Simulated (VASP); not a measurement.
# Sr (Fm-3m) in VASP: single point with PBEsol

Aim: the single point of Sr with PBEsol.

Everything below comes from runs of VASP 6.6.1. Logs are shortened: lines on timing, memory, paths and dates and some standing lists are left out, and cuts for length are marked.

### Step 1. The cell of the first run

It takes space group Fm-3m (No. 225, cubic). Conventional cell: a = 5.938 Å, b = 5.938 Å, c = 5.938 Å, α = 90.00°, β = 90.00°, γ = 90.00°. Sr (site symmetry m-3m) has 12 Sr at 4.20 Å within 5.5 Å.

### Step 2. Single point, PBEsol

INCAR

```
SYSTEM = Sr
  PREC = Accurate
  ENCUT = 520
  EDIFF = 1E-6
  ISMEAR = -1
  SIGMA = 0.13605693000000002
  LREAL = .FALSE.
  LASPH = .TRUE.
  NELM = 60
  ALGO = Normal
  ISIF = 2
  LWAVE = .FALSE.
  LCHARG = .FALSE.
  GGA = PS
  NBANDS = 11
```

KPOINTS

```
regular mesh
0
G
  10 10 10
  0 0 0
```

POSCAR

```
Sr
1.0
    0.0000000000      2.9690522130      2.9690522130
    2.9690522130      0.0000000000      2.9690522130
    2.9690522130      2.9690522130      0.0000000000
Sr
1
Direct
    0.0000000000      0.0000000000      0.0000000000
```

Potentials or basis: VASP PAW PBE potentials, release 64 (Sr_sv).

The run is started by

```console
$ cat potpaw_PBE.64/Sr_sv/POTCAR > POTCAR
$ mpirun -np 1 vasp_std > vasp.out
```

OUTCAR:

```text
SYSTEM = Sr
   PREC = Accurate
   ENCUT = 520
   EDIFF = 1E-6
   ISMEAR = -1
   LREAL = .FALSE.
   LASPH = .TRUE.
   NELM = 60
   ISIF = 2
   GGA = PS

 ion  position               nearest neighbor table
   1  0.000  0.000  0.000-

  LATTYP: Found a face centered cubic cell.
 ALAT       =     5.9381044260

  Lattice vectors:

 A1 = (   0.0000000000,   2.9690522130,   2.9690522130)
 A2 = (   2.9690522130,   0.0000000000,   2.9690522130)
 A3 = (   2.9690522130,   2.9690522130,   0.0000000000)

Analysis of symmetry for initial positions (statically):
=====================================================================
 Subroutine PRICEL returns:
 Original cell was already a primitive cell.

 Routine SETGRP: Setting up the symmetry group for a
 face centered cubic supercell.

 Subroutine GETGRP returns: Found 48 space group operations
 (whereof 48 operations were pure point group operations)
 out of a pool of 48 trial point group operations.

The static configuration has the point symmetry O_h .

Analysis of symmetry for dynamics (positions and initial velocities):
=====================================================================
 Subroutine PRICEL returns:
 Original cell was already a primitive cell.

 Routine SETGRP: Setting up the symmetry group for a
 face centered cubic supercell.

 Subroutine GETGRP returns: Found 48 space group operations
 (whereof 48 operations were pure point group operations)
 out of a pool of 48 trial point group operations.

The dynamic configuration has the point symmetry O_h .

 Subroutine INISYM returns: Found 48 space group operations
 (whereof 48 operations are pure point group operations),
 and found     1 'primitive' translations

----------------------------------------------------------------------------------------

                                     Primitive cell

  volume of cell :      52.3460

  direct lattice vectors                    reciprocal lattice vectors
     0.000000000  2.969052213  2.969052213    -0.168403909  0.168403909  0.168403909
     2.969052213  0.000000000  2.969052213     0.168403909 -0.168403909  0.168403909
     2.969052213  2.969052213  0.000000000     0.168403909  0.168403909 -0.168403909

  length of vectors
     4.198873907  4.198873907  4.198873907     0.291684127  0.291684127  0.291684127

  position of ions in fractional coordinates (direct lattice)
     0.000000000  0.000000000  0.000000000

  ion indices of the primitive-cell ions
   primitive index   ion index
[... 73 lines left out ...]
   EDIFF  = 0.1E-05   stopping-criterion for ELM
   LREAL  =      F    real-space projection
   EDIFFG = 0.1E-04   stopping-criterion for IOM
   NSW    =      0    number of steps for IOM
   IBRION =     -1    ionic relax: 0-MD 1-quasi-New 2-CG
   NFREE  =      0    steps in history (QN), initial steepest desc. (CG)
   ISIF   =      2    stress and relaxation
   ISYM   =      2    0-nonsym 1-usesym 2-fastsym
   POTIM  = 0.5000    time-step for ionic-motion
   TEBEG  =    0.0;   TEEND  =   0.0 temperature during run
   PSTRESS=    0.0 pullay stress
   NELECT =      10.0000    total number of electrons
   NUPDOWN=      -1.0000    fix difference up-down
   EMIN   =  10.00;   EMAX   =-10.00  energy-range for DOS
   EFERMI =   0.00;   METHOD = LEGACY
   ISMEAR =    -1;   SIGMA  =   0.14  broadening in eV -4-tet -1-fermi 0-gaus
   EFERMI_NEDOS =   21; number of points for ismear=-14 and -15
   IALGO  =     38    algorithm
   IMIX   =      4    mixing-type and parameters
     AMIX     =   0.40;   BMIX     =  1.00
     AMIX_MAG =   1.60;   BMIX_MAG =  1.00
  volume/ion in A,a.u.               =      52.35       353.25
  Fermi-wavevector in a.u.,A,eV,Ry     =   0.942860  1.781746 12.095363  0.888984
  Thomas-Fermi vector in A             =   2.070510
   LORBIT       =      0    0 simple, 1 ext, 2 COOP (PROOUT), +10 PAW based schemes
   GGA     = PS    functional components
   LHFCALC =     F    Hartree Fock is set to
   AEXX    =    0.0000 exact exchange contribution
   IVDW    =     0    specifies the selected vdW correction
   LEPSILON=     F    determine dielectric tensor
   LRPA    =     F    only Hartree local field effects (RPA)
 non-spin polarized calculation
  energy-cutoff  :      520.00
  volume of cell :       52.35
 maximum number of plane-waves:      1423
   NGX = 15   NGY = 15   NGZ = 15

 number of electron      10.0000000 magnetization

 Free energy of the ion-electron system (eV)
  ---------------------------------------------------
  ext. energy  EPLUGINS =         0.00000000
  ---------------------------------------------------
  free energy    TOTEN  =        -1.87824844 eV

  energy without entropy =       -1.80132678  energy(sigma->0) =       -1.83978761

 E-fermi :   1.6322     XC(G=0):  -7.5856

 val. band max:        1.6010134392   @ k =  -0.3000   0.5000   0.2000
 cond. band min:       1.6376859761   @ k =  -0.4000   0.3000   0.0000
 fundamental gap:      0.0366725368
 Fermi energy:         1.6321572080

 k-point     1 :       0.0000    0.0000    0.0000
  band No.  band energies     occupation
      1     -34.7705      2.00000
      2     -16.6628      2.00000
      3     -16.6628      2.00000
      4     -16.6628      2.00000
      5      -2.0699      2.00000
      6       4.0515      0.00000
      7       4.0515      0.00000
      8       4.0515      0.00000
      9       5.6091      0.00000
     10       5.6091      0.00000
     11       8.9310      0.00000
[... 309 lines left out ...]
 k-point    24 :       0.4000    0.3000    0.0000
  band No.  band energies     occupation
      1     -34.7514      2.00000
      2     -16.8436      2.00000
      3     -16.7362      2.00000
      4     -16.7288      2.00000
      5       0.2815      1.99990
      6       2.2610      0.01947
      7       3.0358      0.00007
      8       5.2633      0.00000
      9       5.6347      0.00000
     10       6.6235      0.00000
     11       8.4026      0.00000

 [... further k-points ...]
[... 5 lines left out ...]
  --------------------------------------------------------------------------------------
  -------------------------------------------------------------------------------------
  Total        0.0033183      0.0033183      0.0033183      0.0000000     -0.0000000      0.0000000
  in kB        0.1015652      0.1015652      0.1015652      0.0000000     -0.0000000      0.0000000
  external PRESSURE =       0.1015652 kB  Pullay stress =       0.0000000 kB

 VOLUME and BASIS-vectors are now :
 -----------------------------------------------------------------------------
  energy-cutoff  :      520.00
  volume of cell :       52.35
      direct lattice vectors                 reciprocal lattice vectors
     0.000000000  2.969052213  2.969052213    -0.168403909  0.168403909  0.168403909
     2.969052213  0.000000000  2.969052213     0.168403909 -0.168403909  0.168403909
     2.969052213  2.969052213  0.000000000     0.168403909  0.168403909 -0.168403909

 POSITION                                       TOTAL-FORCE (eV/Angst)
 -----------------------------------------------------------------------------------
      0.00000      0.00000      0.00000         0.000000     -0.000000      0.000000
 -----------------------------------------------------------------------------------
    total drift:                                0.000000      0.000000      0.000000

  FREE ENERGIE OF THE ION-ELECTRON SYSTEM (eV)
  ---------------------------------------------------
  free  energy   TOTEN  =        -1.8782484364 eV

  energy  without entropy=       -1.8013267752  energy(sigma->0) =       -1.83978761
```

OSZICAR:

```text
N       E                     dE             d eps       ncg     rms          rms(c)
DAV:   1     0.350633098164E+02    0.35063E+02   -0.48580E+03  1034   0.791E+02
DAV:   2    -0.341592511019E+00   -0.35405E+02   -0.34795E+02  1214   0.151E+02
DAV:   3    -0.179624796501E+01   -0.14547E+01   -0.14369E+01  1467   0.232E+01
DAV:   4    -0.188042501165E+01   -0.84177E-01   -0.83994E-01  1378   0.489E+00
DAV:   5    -0.188280197395E+01   -0.23770E-02   -0.23764E-02  1469   0.640E-01    0.123E+01
DAV:   6    -0.187992355565E+01    0.28784E-02   -0.60299E-03  1232   0.883E-01    0.696E+00
DAV:   7    -0.187826173508E+01    0.16618E-02   -0.11274E-02  1466   0.114E+00    0.252E-01
DAV:   8    -0.187822482623E+01    0.36909E-04   -0.51691E-04  1411   0.149E-01    0.530E-02
DAV:   9    -0.187824439238E+01   -0.19566E-04   -0.59710E-05  1536   0.378E-02    0.197E-02
DAV:  10    -0.187824883994E+01   -0.44476E-05   -0.42454E-06  1265   0.180E-02    0.124E-02
DAV:  11    -0.187824843641E+01    0.40353E-06   -0.31009E-07   690   0.464E-03
   1 F= -.18782484E+01 E0= -.18397876E+01  d E =-.769217E-01
```

It took 21 s on 1 thread of Intel Xeon 8259CL, shared host; peak memory 0.18 GiB.

Results:

```
Free energy            : -1.8782 eV
Pressure               : 0.0 GPa
Band gap on the k mesh : zero (bands 5 and 6 overlap by 0.02 eV)
```

Levels at points of the mesh, in eV from the Fermi level:
```tsv
k point	band 2	band 3	band 4	band 5	band 6	band 7	band 8	band 9
(0.00, 0.00, 0.00)	-18.29	-18.29	-18.29	-3.70	2.42	2.42	2.42	3.98
(0.50, 0.00, 0.00)	-18.53	-18.33	-18.33	-1.13	0.17	2.26	2.26	5.09
(0.50, 0.50, 0.00)	-18.52	-18.38	-18.38	-0.67	0.33	1.20	5.10	5.41
```

Caveat: the PAW data sets were made with another functional, which shifts forces and pressure a little.
